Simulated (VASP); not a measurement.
Wanted: the native input for a VASP 6.6.1 run.

| Quantity | Value |
| --- | --- |
| Task | electric field gradients |
| Functional | r2SCAN |
| Potentials or basis | VASP PAW PBE potentials, release 64 (Si, O) |
| Cutoff | 520 eV |
| k mesh | 5 × 5 × 4 |
| Occupations | fermi-dirac, width 0.02 eV |
| Spin | no spin polarisation |
| Dipole correction | no |
| Further INCAR settings | ALGO = Normal; EDIFF = 1e-08; NBANDS = 44 |

Crystal: SiO2.

```
CELL_PARAMETERS angstrom
4.98200 0.00000 0.00000
0.00000 4.98200 0.00000
0.00000 0.00000 6.96300
ATOMIC_POSITIONS crystal
Si 0.30391 0.30391 0.00000
Si 0.19609 0.80391 0.25000
Si 0.69609 0.69609 0.50000
Si 0.80391 0.19609 0.75000
O 0.23732 0.11397 0.18374
O 0.38603 0.73732 0.43374
O 0.76268 0.88603 0.68374
O 0.61397 0.26268 0.93374
O 0.73732 0.38603 0.56626
O 0.88603 0.76268 0.31626
O 0.26268 0.61397 0.06626
O 0.11397 0.23732 0.81626
```

One way to write it, as run:

POSCAR

```
SiO2
1.0
    4.9820000000      0.0000000000      0.0000000000
    0.0000000000      4.9820000000      0.0000000000
    0.0000000000      0.0000000000      6.9630000000
Si O
4 8
Direct
    0.3039073190      0.3039073190      0.0000000000
    0.1960926810      0.8039073190      0.2500000000
    0.6960926810      0.6960926810      0.5000000000
    0.8039073190      0.1960926810      0.7500000000
    0.2373153589      0.1139731420      0.1837399158
    0.3860268580      0.7373153589      0.4337399158
    0.7626846411      0.8860268580      0.6837399158
    0.6139731420      0.2626846411      0.9337399158
    0.7373153589      0.3860268580      0.5662600842
    0.8860268580      0.7626846411      0.3162600842
    0.2626846411      0.6139731420      0.0662600842
    0.1139731420      0.2373153589      0.8162600842
```

INCAR.step1

```
  PREC = Accurate
  ENCUT = 520
  ISMEAR = -1
  SIGMA = 0.02
  LREAL = F
  LASPH = T
  NELM = 80
  NBANDS = 44
  GGA = PE
  ALGO = Normal
  EDIFF = 1E-4
  LWAVE = T
  LCHARG = F
```

INCAR.step2

```
  PREC = Accurate
  ENCUT = 520
  EDIFF = 1E-8
  ISMEAR = -1
  SIGMA = 0.02
  LREAL = F
  LASPH = T
  NELM = 80
  ALGO = Normal
  ISIF = 2
  LWAVE = F
  LCHARG = F
  METAGGA = R2SCAN
  LMIXTAU = T
  LEFG = T
  NBANDS = 44
  ISTART = 1
```

KPOINTS

```
regular mesh
0
Gamma
  5 5 4
```

Potentials or basis: VASP PAW PBE potentials, release 64 (Si, O).

Launch:

```sh
$ cat potpaw_PBE.64/Si/POTCAR potpaw_PBE.64/O/POTCAR > POTCAR
$ cp INCAR.step1 INCAR
$ mpirun -np 1 vasp_std > vasp.out
$ cp INCAR.step2 INCAR
$ mpirun -np 1 vasp_std > vasp.out
```

Results of the run:

The pressure is -3.5 GPa, the largest force is 0.289 eV/Å and the band gap on the k mesh is 6.25 eV. The largest electric field gradient by atom is Si -4.0; O +89.2 V/Å².

Caveat: the cell stands under tension; without QUAD_EFG the Cq values of the log hold for a quadrupole moment of 1 mb, not for the nuclei; the PAW data sets were made with another functional, which shifts forces and pressure a little.

It took 5 min on 1 thread of Intel(R) Xeon(R) 6975P-C (Granite Rapids) (shared host), peak memory 0.36 GiB.
